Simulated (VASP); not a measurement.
# HfNbSe4 (P6mm) in VASP: a series of runs, part 2 of 2

VASP 6.6.1. Earlier steps stand in the parts before.

## Step 4: Relaxation of cell and atoms, PBE, collinear spin, zero start

This run uses another cell than the first one, of 26.36 Å³/atom.

Contents of INCAR:

```
SYSTEM = HfNbSe4
ALGO = Normal ; EDIFF = 1E-6
EDIFFG = -0.04 ; ENCUT = 600
GGA = PE ; IBRION = 2
ISIF = 3 ; ISMEAR = 0
ISPIN = 2 ; LASPH = .TRUE.
LCHARG = .FALSE. ; LMAXMIX = 4
LORBIT = 11 ; LREAL = .FALSE.
LWAVE = .FALSE. ; MAGMOM = 0 0 0 0 0 0
NELM = 150 ; NSW = 90
PREC = Accurate ; SIGMA = 0.1
```

Contents of KPOINTS:

```
k-points
0
G
  6 6 2
  0 0 0
```

Contents of POSCAR:

```
HfNbSe4
1.0
    4.5273156800      0.0000000000      0.0000000000
   -2.2636578400      3.9207703900      0.0000000000
    0.0000000000      0.0000000000      8.9107066100
Hf Nb Se
1 1 4
Direct
    0.0000000000      0.0000000000      0.1595367200
    0.0000000000      0.0000000000      0.8246300600
    0.3333333300      0.6666666700      0.6826757500
    0.6666666700      0.3333333300      0.6826757500
    0.3333333300      0.6666666700      0.0450475900
    0.6666666700      0.3333333300      0.0450475900
```

Potentials or basis: VASP PAW PBE potentials, release 64 (Hf_pv, Nb_sv, Se).

Run with:

```console
> cat potpaw_PBE.64/Hf_pv/POTCAR potpaw_PBE.64/Nb_sv/POTCAR potpaw_PBE.64/Se/POTCAR > POTCAR
> mpirun -np 1 vasp_std > vasp.out
```

OUTCAR:

```text
SYSTEM = HfNbSe4
   EDIFF = 1E-6
   EDIFFG = -0.04
   ENCUT = 600
   GGA = PE
   IBRION = 2
   ISIF = 3
   ISMEAR = 0
   ISPIN = 2
   LASPH = .TRUE.
   LORBIT = 11
   LREAL = .FALSE.
   NELM = 150
   NSW = 90
   PREC = Accurate

 ion  position               nearest neighbor table
   1  0.000  0.000  0.160-   5 2.81   6 2.81   6 2.81   5 2.81   6 2.81   5 2.81   2 2.98
   2  0.000  0.000  0.825-   3 2.90   4 2.90   4 2.90   3 2.90   4 2.90   3 2.90   1 2.98
   3  0.333  0.667  0.683-   4 2.61   4 2.61   4 2.61   2 2.90   2 2.90   2 2.90
   4  0.667  0.333  0.683-   3 2.61   3 2.61   3 2.61   2 2.90   2 2.90   2 2.90
   5  0.333  0.667  0.045-   6 2.61   6 2.61   6 2.61   1 2.81   1 2.81   1 2.81
   6  0.667  0.333  0.045-   5 2.61   5 2.61   5 2.61   1 2.81   1 2.81   1 2.81

  LATTYP: Found a hexagonal cell.
 ALAT       =     4.5273156800
 C/A-ratio  =     1.9682096942

  Lattice vectors:

 A1 = (   4.5273156800,   0.0000000000,   0.0000000000)
 A2 = (  -2.2636578400,   3.9207703900,   0.0000000000)
 A3 = (   0.0000000000,   0.0000000000,   8.9107066100)

Analysis of symmetry for initial positions (statically):
=====================================================================
 Subroutine PRICEL returns:
 Original cell was already a primitive cell.

 Routine SETGRP: Setting up the symmetry group for a
 hexagonal supercell.

 Subroutine GETGRP returns: Found 12 space group operations
 (whereof 12 operations were pure point group operations)
 out of a pool of 24 trial point group operations.

[... 380 lines left out ...]
 number of electron      47.0000003 magnetization      -0.0000164

 Free energy of the ion-electron system (eV)
  ---------------------------------------------------
  ext. energy  EPLUGINS =         0.00000000
  ---------------------------------------------------
  free energy    TOTEN  =       -34.82559496 eV

  energy without entropy =      -34.80576487  energy(sigma->0) =      -34.81567992

 E-fermi :   3.5342     XC(G=0):  -8.9444

 val. band max:        3.4161850895   @ k =   0.3333   0.1667   0.5000
 cond. band min:       3.5688852054   @ k =   0.5000   0.0000   0.0000
 fundamental gap:      0.1527001159
 Fermi energy:         3.5341834920

 spin component 1

 k-point     1 :       0.0000    0.0000    0.0000
  band No.  band energies     occupation
      1     -51.5961      1.00000
      2     -27.9125      1.00000
      3     -27.8047      1.00000
      4     -27.8047      1.00000
      5     -27.6714      1.00000
      6     -27.6714      1.00000
[... 423 lines left out ...]
     27       5.4020      0.00000
     28       5.7869      0.00000
 Fermi energy:         3.5341834920

 spin component 2

 k-point     1 :       0.0000    0.0000    0.0000
  band No.  band energies     occupation
      1     -51.5961      1.00000
      2     -27.9125      1.00000
      3     -27.8047      1.00000
      4     -27.8047      1.00000
      5     -27.6714      1.00000
      6     -27.6714      1.00000
[... 456 lines left out ...]
  FREE ENERGIE OF THE ION-ELECTRON SYSTEM (eV)
  ---------------------------------------------------
  free  energy   TOTEN  =       -34.8255949626 eV

  energy  without entropy=      -34.8057648701  energy(sigma->0) =      -34.81567992

 reached required accuracy - stopping structural energy minimisation

 total charge

# of ion       s       p       d       tot
------------------------------------------
    1        0.326   6.279   1.458   8.062
    2        2.163   5.967   2.429  10.559
    3        1.493   2.249   0.070   3.812
    4        1.493   2.249   0.070   3.812
    5        1.489   2.277   0.059   3.824
    6        1.489   2.277   0.059   3.824
--------------------------------------------------
tot          8.451  21.298   4.145  33.894

 magnetization (x)

# of ion       s       p       d       tot
------------------------------------------
    1        0.000  -0.000   0.000   0.000
    2       -0.000  -0.000  -0.000  -0.000
    3        0.000   0.000  -0.000   0.000
    4        0.000   0.000  -0.000   0.000
    5        0.000  -0.000   0.000  -0.000
    6        0.000  -0.000   0.000  -0.000
--------------------------------------------------
tot          0.000   0.000  -0.000  -0.000
```

OSZICAR:

```text
N       E                     dE             d eps       ncg     rms          rms(c)
DAV:   1     0.387901498875E+03    0.38790E+03   -0.24131E+04  1576   0.166E+03
DAV:   2     0.457158922804E+01   -0.38333E+03   -0.37229E+03  2064   0.445E+02
DAV:   3    -0.322400682533E+02   -0.36812E+02   -0.35666E+02  2548   0.105E+02
DAV:   4    -0.347339324908E+02   -0.24939E+01   -0.24033E+01  2584   0.249E+01
[... 360 lines left out ...]
DAV:   4    -0.348255946937E+02    0.13402E-03   -0.62977E-04  2496   0.185E-01    0.603E-02
DAV:   5    -0.348255846388E+02    0.10055E-04   -0.18884E-04  2680   0.799E-02    0.270E-02
DAV:   6    -0.348255904185E+02   -0.57797E-05   -0.18739E-05  2296   0.242E-02    0.179E-02
DAV:   7    -0.348255949135E+02   -0.44950E-05   -0.60739E-06  2224   0.146E-02    0.262E-03
DAV:   8    -0.348255949626E+02   -0.49112E-07   -0.51942E-07  1032   0.555E-03
  27 F= -.34825595E+02 E0= -.34815680E+02  d E =-.694648E-03  mag=    -0.0000
```

It took 38 min on 1 thread of AMD EPYC 9R45 (Zen 5), shared host; peak memory 0.44 GiB.

What came out:

```
Free energy                                           : -34.8256 eV
Relaxed volume                                        : 27.57 Å³/atom
Relaxed cell                                          : a = 4.752 Å, b = 4.752 Å, c = 8.461 Å, α = 90.00°, β = 90.00°, γ = 120.00°
Space group after relaxing (to 0.1 Å)                 : P6mm (No. 183)
Energy gained by relaxing                             : 444.6 meV/atom
Ionic steps                                           : 27
Pressure after relaxing                               : 0.0 GPa
Largest force after relaxing                          : 0.011 eV/Å
Net moment                                            : 0.00 μB per cell
Valence electrons inside the program's atomic spheres : Hf 8.06; Nb 10.56; Se 3.81, 3.82 (each value once)
```

Forces in eV/Å, atoms in the order of the input:
```
Hf   0.000  0.000 -0.007
Nb   0.000  0.000  0.008
Se   0.000  0.000  0.010
Se   0.000  0.000  0.010
Se   0.000  0.000 -0.011
Se   0.000  0.000 -0.011
```

The path:
```tsv
step	energy change (eV)	largest force (eV/Å)	pressure (GPa)	volume (Å³)
1	0.0000	2.3930	3.87	158.17
2	-0.9510	2.2197	-3.17	172.74
3	-0.9660	2.1090	-3.76	174.24
4	-1.4122	2.2017	-0.17	164.80
5	-1.4125	2.2650	-0.01	164.44
6	-1.7344	1.1467	2.36	160.48
7	-1.7825	0.6285	4.19	158.19
8	-1.9969	0.6351	0.64	166.45
9	-2.0367	1.0506	-1.76	173.35
10	-2.1428	1.0880	-1.57	174.98
11	-2.2215	1.2306	-1.33	177.00
12	-2.2023	1.4852	-1.55	180.99
13	-2.2420	1.4204	-1.29	178.61
14	-2.4517	1.2019	-0.02	172.75
15	-2.5798	0.6521	3.25	160.14
16	-2.6050	0.4535	1.95	164.54
17	-2.5374	0.8789	-2.43	170.16
18	-2.6492	0.3288	0.07	166.69
19	-2.6564	0.1674	-0.22	167.41
20	-2.6587	0.1113	-0.53	168.19
21	-2.6619	0.1460	0.00	166.96
22	-2.6619	0.1451	0.00	166.99
23	-2.6644	0.0815	0.04	166.49
24	-2.6664	0.1087	0.15	165.40
25	-2.6671	0.0625	-0.16	165.75
26	-2.6671	0.0661	-0.13	165.72
27	-2.6678	0.0110	-0.04	165.43
```

Final structure:
```yaml
crystal:
  lattice:
    - [4.75163, 0.00000, 0.00000]
    - [-2.37581, 4.11503, 0.00000]
    - [0.00000, 0.00000, 8.46051]
  atoms:
    - { symbol: Hf, position: [0.00000, 0.00000, 0.05162] }
    - { symbol: Nb, position: [0.00000, 0.00000, 0.70210] }
    - { symbol: Se, position: [0.33333, 0.66667, 0.70938] }
    - { symbol: Se, position: [0.66667, 0.33333, 0.70938] }
    - { symbol: Se, position: [0.33333, 0.66667, 0.13357] }
    - { symbol: Se, position: [0.66667, 0.33333, 0.13357] }
```

Levels at points of the mesh, in eV from the Fermi level:
Spin up:
| k point | band 20 | band 21 | band 22 | band 23 | band 24 | band 25 | band 26 | band 27 |
| --- | --- | --- | --- | --- | --- | --- | --- | --- |
| (0.00, 0.00, 0.00) | -1.02 | -0.93 | -0.93 | -0.69 | 0.18 | 0.18 | 0.65 | 2.71 |
| (0.50, 0.00, 0.00) | -1.12 | -0.92 | -0.63 | -0.32 | 0.03 | 0.16 | 1.20 | 1.74 |
| (0.00, 0.00, 0.50) | -0.93 | -0.93 | -0.80 | -0.58 | 0.18 | 0.18 | 0.49 | 2.23 |
| (0.50, 0.00, 0.50) | -1.33 | -0.93 | -0.63 | -0.29 | 0.05 | 0.16 | 1.19 | 1.79 |
Spin down:
| k point | band 19 | band 20 | band 21 | band 22 | band 23 | band 24 | band 25 | band 26 | band 27 | band 28 |
| --- | --- | --- | --- | --- | --- | --- | --- | --- | --- | --- |
| (0.00, 0.00, 0.00) | -1.46 | -1.02 | -0.93 | -0.93 | -0.69 | 0.18 | 0.18 | 0.65 | 2.71 | 3.02 |
| (0.50, 0.00, 0.00) | -1.87 | -1.12 | -0.92 | -0.63 | -0.32 | 0.03 | 0.16 | 1.20 | 1.74 | 2.15 |
| (0.00, 0.00, 0.50) | -1.46 | -0.93 | -0.93 | -0.80 | -0.58 | 0.18 | 0.18 | 0.49 | 2.23 | 3.01 |
| (0.50, 0.00, 0.50) | -1.86 | -1.33 | -0.93 | -0.63 | -0.29 | 0.05 | 0.16 | 1.19 | 1.79 | 1.85 |

Caveat: spin-orbit coupling is left out, which moves the levels of the heavy elements.

## Step 5: The runs side by side

```tsv
task	spin	cell	cutoff (eV)	gap on the mesh (eV)	pressure (GPa)	moment (μB)	largest force (eV/Å)
single point	collinear, zero start	a = 4.755, b = 4.755, c = 8.942 Å, angles 90.0, 90.0, 120.0°, 6 atoms, atomic positions A	520	none	-0.1	0.00	0.03
single point	collinear	a = 4.527, b = 4.527, c = 8.911 Å, angles 90.0, 90.0, 120.0°, 6 atoms, atomic positions B	520	none	3.9	0.00	2.39
relaxation of cell and atoms	collinear, zero start	relaxed from a = 4.527, b = 4.527, c = 8.911 Å, angles 90.0, 90.0, 120.0°, 6 atoms, atomic positions B	600	none	0.0	0.00	0.01
```

Alike in all rows: level PBE; potentials or basis VASP PAW PBE potentials, release 64 (Hf_pv, Nb_sv, Se); k mesh 6 × 6 × 2; smearing gaussian 0.1 eV.

Caveats: spin-orbit coupling is left out, which moves the levels of the heavy elements; the cell stands under pressure (at least some runs); forces of over 1 eV/Å act on the atoms, so gaps and moduli don't describe the material at rest (at least some runs).

Total energies depend on the potentials used, so only differences within one code and one set of settings carry meaning.
